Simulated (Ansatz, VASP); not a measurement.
## One calculation of Pd, two programs

```
CELL_PARAMETERS angstrom
0.00000 1.86710 2.10049
1.86710 0.00000 2.10049
1.86710 1.86710 0.00000
ATOMIC_POSITIONS crystal
Pd 0.00000 0.00000 0.00000
```

Change from the starting cell: strain -0.040 along x and y, +0.080 along z, atoms carried along.

Alike in both runs: task single point; functional PBE; k mesh 20 × 20 × 20; occupations gaussian, width 0.15 eV; no spin polarisation.

|  | VASP | Ansatz |
| --- | --- | --- |
| version | VASP 6.6.1 | Ansatz 0.2.0 |
| potentials or method | VASP PAW PBE potentials, release 64 (Pd), cutoff 520 eV | scalar-relativistic, plane waves, PAW |
| valence electrons in the cell | 10 | 18 |

|  | VASP | Ansatz | Ansatz less VASP |
| --- | --- | --- | --- |
| gap on the k mesh at the Fermi level (eV) | none | none | - |
| pressure (GPa) | 9.5 | 9.9 | +0.39 |
| traceless stress, the component that is largest in VASP (GPa) | -6.76 | -6.86 | -0.107 |

A gap of «none» marks a metal or a gap that the smearing closes. With one functional, cell and mesh, what is left measures potentials, basis and numerics. VASP's potentials hold 10 valence electrons a cell and Ansatz's 18, so a difference there can come from the potentials and not from the codes.
